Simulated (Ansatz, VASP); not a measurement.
# Two plane-wave programs on Ag

The input INCAR:

```
SYSTEM = Ag
ALGO     = Normal         ! electronic algorithm
DIPOL    = 0.5 0.5 0.500
EDIFF    = 1E-6           ! SCF threshold, eV
ENCUT    = 520            ! plane-wave cutoff, eV
GGA      = PE             ! functional
IDIPOL   = 3            
ISIF     = 2              ! what is computed and relaxed
ISMEAR   = 0              ! smearing method
LASPH    = .True.         ! aspherical terms in the spheres
LCHARG   = .False.        ! write CHGCAR
LDIPOL   = .True.       
LREAL    = .False.        ! projectors in reciprocal space
LWAVE    = .False.        ! write WAVECAR
NBANDS   = 48             ! bands
NELM     = 80             ! most SCF steps
PREC     = Accurate       ! precision mode
SIGMA    = 0.1            ! smearing width, eV
```

KPOINTS

```
k-points
0
Gamma
  12 12 1
  0 0 0
```

File POSCAR:

```
Ag
1.0
    2.9355691563      0.0000000000      0.0000000000
   -1.4677845781      2.5422774639      0.0000000000
    0.0000000000      0.0000000000     24.3666405453
Ag
7
Direct
    0.0000000000      0.0000000000      0.2051985784
    0.6666666667      0.3333333333      0.3034034475
    0.3333333333      0.6666666667      0.4016083166
    0.6666666667      0.3333333333      0.5000000000
    0.3333333333      0.6666666667      0.5982048691
    0.0000000000      0.0000000000      0.6964097382
    0.3333333333      0.6666666667      0.7948014216
```

Input for Ansatz:

```yaml
crystal:
  lattice:
    - [2.9355691563, 0.0, 0.0]
    - [-1.4677845781, 2.5422774639, 0.0]
    - [0.0, 0.0, 24.3666405453]
  atoms:
    - { symbol: Ag, position: [0.0, 0.0, 0.2051985784] }
    - { symbol: Ag, position: [0.6666666667, 0.3333333333, 0.3034034475] }
    - { symbol: Ag, position: [0.3333333333, 0.6666666667, 0.4016083166] }
    - { symbol: Ag, position: [0.6666666667, 0.3333333333, 0.5] }
    - { symbol: Ag, position: [0.3333333333, 0.6666666667, 0.5982048691] }
    - { symbol: Ag, position: [0.0, 0.0, 0.6964097382] }
    - { symbol: Ag, position: [0.3333333333, 0.6666666667, 0.7948014216] }
basis:
  ecutwfc: 420
kpoints:
  mp_grid: { grid: [12, 12, 1] }
hamiltonian:
  xc: pbe
scf:
  occupations: { method: gaussian, width: 0.1 }
output:
  forces: true
  stress: true
  eigenvalues: true
efield:
  axis: 3
  dipole_correction: true
  ramp_width: 0.04
```

Alike in both runs: task single point; functional PBE; k mesh 12 × 12 × 1; occupations gaussian, width 0.1 eV; no spin polarisation.

|  | VASP | Ansatz |
| --- | --- | --- |
| version | VASP 6.6.1 | Ansatz 0.2.0 |
| potentials or method | VASP PAW PBE potentials, release 64 (Ag), cutoff 520 eV | scalar-relativistic, plane waves, PAW |
| valence electrons in the cell | 77 | 133 |

```tsv
	VASP	Ansatz	Ansatz less VASP
gap on the k mesh at the Fermi level (eV)	none	none	-
rms of the force components (eV/Å)	0.017	0.017	0.0000
```

Atom by atom the forces differ by 0.001 eV/Å (rms over components). A gap of «none» marks a metal or a gap that the smearing closes. With one functional, cell and mesh, what is left measures potentials, basis and numerics. VASP's potentials hold 77 valence electrons a cell and Ansatz's 133, so a difference there can come from the potentials and not from the codes. Ansatz's warnings: vacuum density over bound.
